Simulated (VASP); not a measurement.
# H (I4/mmm) in VASP: notebook

The runs below take H through vibrations by perturbation theory, with LDA.

Program: VASP 6.6.1. These are calculated values, not measurements. Logs are shortened: lines on timing, memory, paths and dates and some standing lists are left out, and cuts for length are marked.

### 1 The cell of the first run

Symmetry: I4/mmm, No. 139, tetragonal system. The conventional cell has a = 2.053 Å, b = 2.053 Å, c = 2.942 Å, α = 90.00°, β = 90.00°, γ = 90.00°. H (site symmetry 4mm) has 1 H at 0.76 Å within 1.0 Å.

### 2 Vibrations by perturbation theory, LDA

Input file INCAR:

```
PREC = Accurate
ENCUT = 520
EDIFF = 1E-8
ISMEAR = 0
SIGMA = 0.01
LREAL = F
LASPH = T
NELM = 100
ALGO = Normal
ISIF = 2
LWAVE = F
LCHARG = F
NBANDS = 8
IBRION = 8
NSW = 1
LEPSILON = T
```

Input file KPOINTS:

```
Automatic mesh
0
Gamma
  12 12 12
```

Input file POSCAR:

```
H
1.0
   -1.0263958065      1.0263958065      1.4709304576
    1.0263958065     -1.0263958065      1.4709304576
    1.0263958065      1.0263958065     -1.4709304576
H
2
Direct
    0.8709915001      0.8709915001      0.0000000000
    0.1290084999      0.1290084999      0.0000000000
```

Potentials or basis: VASP PAW LDA potentials, release 64 (H).

The run is started by

```console
$ cat potpaw_LDA.64/H/POTCAR > POTCAR
$ mpirun -np 1 vasp_std > vasp.out
```

OUTCAR:

```text
PREC = Accurate
   ENCUT = 520
   EDIFF = 1E-8
   ISMEAR = 0
   LREAL = F
   LASPH = T
   NELM = 100
   ISIF = 2
   IBRION = 8
   NSW = 1
   LEPSILON = T

 ion  position               nearest neighbor table
   1  0.871  0.871  0.000-   2 0.76
   2  0.129  0.129  0.000-   1 0.76

  LATTYP: Found a body centered tetragonal cell.
 ALAT       =     2.0527916130
 C/A-ratio  =     1.4331025597

  Lattice vectors:

 A1 = (  -1.0263958065,   1.0263958065,   1.4709304576)
 A2 = (   1.0263958065,  -1.0263958065,   1.4709304576)
 A3 = (   1.0263958065,   1.0263958065,  -1.4709304576)

Analysis of symmetry for initial positions (statically):
=====================================================================
 Subroutine PRICEL returns:
 Original cell was already a primitive cell.

 Routine SETGRP: Setting up the symmetry group for a
 body centered tetragonal supercell.

 Subroutine GETGRP returns: Found 16 space group operations
 (whereof 16 operations were pure point group operations)
 out of a pool of 16 trial point group operations.

The static configuration has the point symmetry D_4h.

Analysis of symmetry for dynamics (positions and initial velocities):
=====================================================================
 Subroutine PRICEL returns:
 Original cell was already a primitive cell.

 Routine SETGRP: Setting up the symmetry group for a
 body centered tetragonal supercell.

 Subroutine GETGRP returns: Found 16 space group operations
 (whereof 16 operations were pure point group operations)
 out of a pool of 16 trial point group operations.

The dynamic configuration has the point symmetry D_4h.

 Subroutine INISYM returns: Found 16 space group operations
 (whereof 16 operations are pure point group operations),
 and found     1 'primitive' translations

----------------------------------------------------------------------------------------

                                     Primitive cell

  volume of cell :       6.1984

  direct lattice vectors                    reciprocal lattice vectors
    -1.026395807  1.026395807  1.470930458     0.000000000  0.487141507  0.339920897
     1.026395807 -1.026395807  1.470930458     0.487141507  0.000000000  0.339920897
     1.026395807  1.026395807 -1.470930458     0.487141507  0.487141507  0.000000000

  length of vectors
     2.066546180  2.066546180  2.066546180     0.594014363  0.594014363  0.688922126

  position of ions in fractional coordinates (direct lattice)
     0.870991500  0.870991500  0.000000000
     0.129008500  0.129008500  0.000000000

  ion indices of the primitive-cell ions
   primitive index   ion index
                 1           1
                 2           2

----------------------------------------------------------------------------------------

 KPOINTS: Automatic mesh

Automatic generation of k-mesh.
 Grid dimensions read from file:
 generate k-points for:   12   12   12

 Generating k-lattice:

[... 412 lines left out ...]

 Free energy of the ion-electron system (eV)
  ---------------------------------------------------
  ---------------------------------------------------
  free energy    TOTEN  =        -0.04879463 eV

  energy without entropy =       -0.04879463

------------------------ aborting loop because EDIFF is reached ----------------------------------------

--------------------------------------- Ionic step        2  -------------------------------------------

------------------------ aborting loop because EDIFF is reached ----------------------------------------

--------------------------------------- Ionic step        3  -------------------------------------------

------------------------ aborting loop because EDIFF is reached ----------------------------------------

 PIEZOELECTRIC TENSOR FIELD DIRECTION 3  (e Angst)
 -----------------------------------------------------------------------------
    -0.00095  0.00000  0.00000           ( -0.00000  0.00000  0.00000)
     0.00000 -0.00095  0.00000           (  0.00000 -0.00000  0.00000)
     0.00000 -0.00000  0.00137           (  0.00000  0.00000 -0.00000)

 PIEZOELECTRIC TENSOR FIELD DIRECTION 3  (C/m^2)
 -----------------------------------------------------------------------------
    -0.00246  0.00000  0.00000
     0.00000 -0.00246  0.00000
     0.00000 -0.00000  0.00354

--------------------------------------- Ionic step        4  -------------------------------------------

------------------------ aborting loop because EDIFF is reached ----------------------------------------

[... ionic steps 5 to 5 ...]

--------------------------------------- Ionic step        6  -------------------------------------------

 Free energy of the ion-electron system (eV)
  ---------------------------------------------------
  ---------------------------------------------------
  free energy    TOTEN  =        -0.01800447 eV

  energy without entropy =       -0.01800447

------------------------ aborting loop because EDIFF is reached ----------------------------------------

 INTERNAL STRAIN TENSOR  FOR ION    1  DIRECTION 3   (eV/Angst):
 -----------------------------------------------------------------------------
    -0.67247  0.00000  0.00000
     0.00000 -0.67247 -0.00000
     0.00000  0.00000 21.71420

 MACROSCOPIC STATIC DIELECTRIC TENSOR (including local field effects in DFT)
 ------------------------------------------------------
           3.679596     0.000000     0.000000
           0.000000     3.679596     0.000000
           0.000000     0.000000     6.367750
 ------------------------------------------------------

 PIEZOELECTRIC TENSOR (including local field effects)  for field in x, y, z        (e  Angst)
          XX          YY          ZZ          XY          YZ          ZX
  --------------------------------------------------------------------------------
  x     0.00000     0.00000     0.00000     0.00000     0.00000     0.00000
  y     0.00000     0.00000     0.00000     0.00000     0.00000     0.00000
  z     0.00000     0.00000     0.00000     0.00000     0.00000     0.00000

 PIEZOELECTRIC TENSOR (including local field effects)  for field in x, y, z        (C/m^2)
          XX          YY          ZZ          XY          YZ          ZX
  --------------------------------------------------------------------------------
  x     0.00000     0.00000     0.00000     0.00000     0.00000     0.00000
  y     0.00000     0.00000     0.00000     0.00000     0.00000     0.00000
  z     0.00000     0.00000     0.00000     0.00000     0.00000     0.00000

 BORN EFFECTIVE CHARGES (including local field effects) (in |e|, cummulative output)
 ---------------------------------------------------------------------------------
 ion    1
    1     0.00000     0.00000     0.00000
    2     0.00000     0.00000     0.00000
    3     0.00000     0.00000     0.00000
 ion    2
    1     0.00000     0.00000     0.00000
    2     0.00000     0.00000     0.00000
    3     0.00000     0.00000     0.00000

 INTERNAL STRAIN TENSOR FOR ION    2 for displacements in x,y,z  (eV/Angst):
          X           Y           Z          XY          YZ          ZX
  --------------------------------------------------------------------------------
  x     0.00000     0.00000     0.00000     0.00000     0.00000     0.01099
  y     0.00000     0.00000     0.00000     0.00000     0.02333     0.00000
  z     0.67247     0.67247   -21.71420     0.00000     0.00000     0.00000

 SECOND DERIVATIVES (NOT SYMMETRIZED)
 ------------------------------------
               1X          1Y          1Z          2X          2Y          2Z
  1X    -0.302164    0.000000    0.000000    0.302164    0.000000    0.000000
  1Y     0.000000   -0.302164    0.000000    0.000000    0.302164    0.000000
  1Z     0.000000   -0.000000  -30.069529    0.000000    0.000000   30.069529
  2X     0.302164    0.000000    0.000000   -0.302164    0.000000    0.000000
  2Y     0.000000    0.302164    0.000000    0.000000   -0.302164    0.000000
  2Z     0.000000    0.000000   30.069529    0.000000   -0.000000  -30.069529

 Eigenvectors and eigenvalues of the dynamical matrix
 ----------------------------------------------------

   1 f  =  121.235285 THz   761.743763 2PiTHz 4043.973822 cm-1   501.388627 meV
             X         Y         Z           dx          dy          dz
      0.000000  0.000000  2.562336     0.000000    0.000000    0.707107
      0.000000  0.000000  0.379525     0.000000   -0.000000   -0.707107
[... 21 lines left out ...]
   6 f  =    0.000000 THz     0.000000 2PiTHz    0.000000 cm-1     0.000000 meV
             X         Y         Z           dx          dy          dz
      0.000000  0.000000  2.562336    -0.707107    0.000000    0.000000
      0.000000  0.000000  0.379525    -0.707107    0.000000    0.000000

--------------------------------------------------------------------------------------------------------

 MACROSCOPIC STATIC DIELECTRIC TENSOR IONIC CONTRIBUTION
 ------------------------------------------------------
           0.000000     0.000000     0.000000
           0.000000     0.000000     0.000000
           0.000000     0.000000     0.000000
 ------------------------------------------------------

 ELASTIC MODULI CONTR FROM IONIC RELAXATION (kBar)
 Direction    XX          YY          ZZ          XY          YZ          ZX
 --------------------------------------------------------------------------------
 XX          -3.8873     -3.8873    125.5215      0.0000      0.0000      0.0000
 YY          -3.8873     -3.8873    125.5215      0.0000      0.0000      0.0000
 ZZ         125.5215    125.5215  -4053.1211      0.0000     -0.0000      0.0000
 XY           0.0000      0.0000      0.0000      0.0000      0.0000      0.0000
 YZ           0.0000      0.0000     -0.0000      0.0000     -0.4657      0.0000
 ZX           0.0000      0.0000      0.0000      0.0000      0.0000     -0.1032
 --------------------------------------------------------------------------------

 PIEZOELECTRIC TENSOR IONIC CONTR  for field in x, y, z        (C/m^2)
          XX          YY          ZZ          XY          YZ          ZX
  --------------------------------------------------------------------------------
  x     0.00000     0.00000     0.00000     0.00000     0.00000     0.00000
  y     0.00000     0.00000     0.00000     0.00000     0.00000     0.00000
  z     0.00000     0.00000     0.00000     0.00000     0.00000     0.00000
```

Run time: 18 s. Hardware: 1 thread of Intel Xeon 6975P-C (Granite Rapids), shared host; peak memory 0.16 GiB.

Results:

```yaml
Electronic_dielectric_tensor_diagonal: 3.68, 3.68, 6.37
Born_charges_mean_of_the_diagonal: H +0.00 e
Highest_phonon_frequency_at_Γ: 4044 cm⁻¹
```

Phonon frequencies in cm⁻¹ (negative: imaginary):
| q point | frequencies |
| --- | --- |
| (0.000, 0.000, 0.000) | 0 0 0 405 405 4044 |

Electronic dielectric tensor:
```
3.68 0.00 0.00
0.00 3.68 0.00
0.00 0.00 6.37
```

Born effective charge tensors (e):
atom 1, H
```
0.00 0.00 0.00
0.00 0.00 0.00
0.00 0.00 0.00
```
atom 2, H
```
0.00 0.00 0.00
0.00 0.00 0.00
0.00 0.00 0.00
```

Caveat: the k points lie up to 0.36 Å⁻¹ apart; the cell wasn't relaxed at this level first, which shifts response properties.

### 3 Vibrations by perturbation theory, LDA

This run uses another cell than the first one, of 3.39 Å³/atom, 1.093 times its volume.

Input file INCAR:

```
SYSTEM = H
ALGO = Normal
EDIFF = 1E-8
ENCUT = 520
GGA = CA
IBRION = 8
ISIF = 2
ISMEAR = 0
LASPH = .True.
LCHARG = .False.
LEPSILON = .True.
LREAL = .False.
LWAVE = .False.
NBANDS = 8
NELM = 100
NSW = 1
PREC = Accurate
SIGMA = 0.01
```

Input file KPOINTS:

```
k-points
0
Gamma
  12 12 12
  0 0 0
```

Input file POSCAR:

```
H
1.0
   -1.0583759495      1.0583759495      1.5127072180
    1.0583759495     -1.0583759495      1.5127072180
    1.0583759495      1.0583759495     -1.5127072180
H
2
Direct
    0.8741900755      0.8741900755      0.0000000000
    0.1258099245      0.1258099245      0.0000000000
```

Potentials or basis: VASP PAW LDA potentials, release 64 (H).

The run is started by

```console
$ cat potpaw_LDA.64/H/POTCAR > POTCAR
$ mpirun -np 1 vasp_std > vasp.out
```

OUTCAR:

```text
SYSTEM = H
   EDIFF = 1E-8
   ENCUT = 520
   GGA = CA
   IBRION = 8
   ISIF = 2
   ISMEAR = 0
   LASPH = .True.
   LEPSILON = .True.
   LREAL = .False.
   NELM = 100
   NSW = 1
   PREC = Accurate

 ion  position               nearest neighbor table
   1  0.874  0.874  0.000-   2 0.76
   2  0.126  0.126  0.000-   1 0.76

  LATTYP: Found a body centered tetragonal cell.
 ALAT       =     2.1167518990
 C/A-ratio  =     1.4292721020

  Lattice vectors:

 A1 = (  -1.0583759495,   1.0583759495,   1.5127072180)
 A2 = (   1.0583759495,  -1.0583759495,   1.5127072180)
 A3 = (   1.0583759495,   1.0583759495,  -1.5127072180)

Analysis of symmetry for initial positions (statically):
=====================================================================
 Subroutine PRICEL returns:
 Original cell was already a primitive cell.

 Routine SETGRP: Setting up the symmetry group for a
 body centered tetragonal supercell.
[... 561 lines left out ...]

 SECOND DERIVATIVES (NOT SYMMETRIZED)
 ------------------------------------
               1X          1Y          1Z          2X          2Y          2Z
  1X    -0.254892    0.000000    0.000000    0.254892    0.000000    0.000000
  1Y     0.000000   -0.254892    0.000000    0.000000    0.254892   -0.000000
  1Z     0.000000    0.000000  -30.210933    0.000000    0.000000   30.210933
  2X     0.254892    0.000000    0.000000   -0.254892    0.000000    0.000000
  2Y     0.000000    0.254892   -0.000000    0.000000   -0.254892    0.000000
  2Z     0.000000    0.000000   30.210933    0.000000    0.000000  -30.210933

 Eigenvectors and eigenvalues of the dynamical matrix
 ----------------------------------------------------

   1 f  =  121.520009 THz   763.532738 2PiTHz 4053.471200 cm-1   502.566151 meV
             X         Y         Z           dx          dy          dz
      0.000000  0.000000  2.644787     0.000000    0.000000   -0.707107
      0.000000  0.000000  0.380627     0.000000    0.000000    0.707107
[... 21 lines left out ...]
   6 f  =    0.000000 THz     0.000000 2PiTHz    0.000000 cm-1     0.000000 meV
             X         Y         Z           dx          dy          dz
      0.000000  0.000000  2.644787     0.000000   -0.000000    0.707107
      0.000000  0.000000  0.380627     0.000000    0.000000    0.707107

--------------------------------------------------------------------------------------------------------

 MACROSCOPIC STATIC DIELECTRIC TENSOR IONIC CONTRIBUTION
 ------------------------------------------------------
           0.000000     0.000000     0.000000
           0.000000     0.000000     0.000000
           0.000000     0.000000     0.000000
 ------------------------------------------------------

 ELASTIC MODULI CONTR FROM IONIC RELAXATION (kBar)
 Direction    XX          YY          ZZ          XY          YZ          ZX
 --------------------------------------------------------------------------------
 XX          -3.0855     -3.0855    108.1062      0.0000     -0.0000      0.0000
 YY          -3.0855     -3.0855    108.1062      0.0000     -0.0000      0.0000
 ZZ         108.1062    108.1062  -3787.7007      0.0000      0.0000     -0.0000
 XY           0.0000      0.0000      0.0000      0.0000      0.0000      0.0000
 YZ          -0.0000     -0.0000      0.0000      0.0000     -0.0242      0.0000
 ZX           0.0000      0.0000     -0.0000      0.0000      0.0000     -0.0285
 --------------------------------------------------------------------------------

 PIEZOELECTRIC TENSOR IONIC CONTR  for field in x, y, z        (C/m^2)
          XX          YY          ZZ          XY          YZ          ZX
  --------------------------------------------------------------------------------
  x     0.00000     0.00000     0.00000     0.00000     0.00000     0.00000
  y     0.00000     0.00000     0.00000     0.00000     0.00000     0.00000
  z     0.00000     0.00000     0.00000     0.00000     0.00000     0.00000
```

It took 18 s on 1 thread of Intel Xeon 6975P-C (Granite Rapids), shared host; peak memory 0.17 GiB.

What came out:

| Quantity | Value |
| --- | --- |
| Electronic dielectric tensor (diagonal) | 3.38, 3.38, 5.42 |
| Born charges (mean of the diagonal) | H +0.00 e |
| Highest phonon frequency at Γ | 4053 cm⁻¹ |

Phonon frequencies in cm⁻¹ (negative: imaginary):
| q point | frequencies |
| --- | --- |
| (0.000, 0.000, 0.000) | 0 0 0 372 372 4053 |

Electronic dielectric tensor:
```
3.38 0.00 0.00
0.00 3.38 0.00
0.00 0.00 5.42
```

Born effective charge tensors (e):
atom 1, H
```
0.00 0.00 0.00
0.00 0.00 0.00
0.00 0.00 0.00
```
atom 2, H
```
0.00 0.00 0.00
0.00 0.00 0.00
0.00 0.00 0.00
```

Caveat: the cell wasn't relaxed at this level first, which shifts response properties.

[end of part 1 of 2]
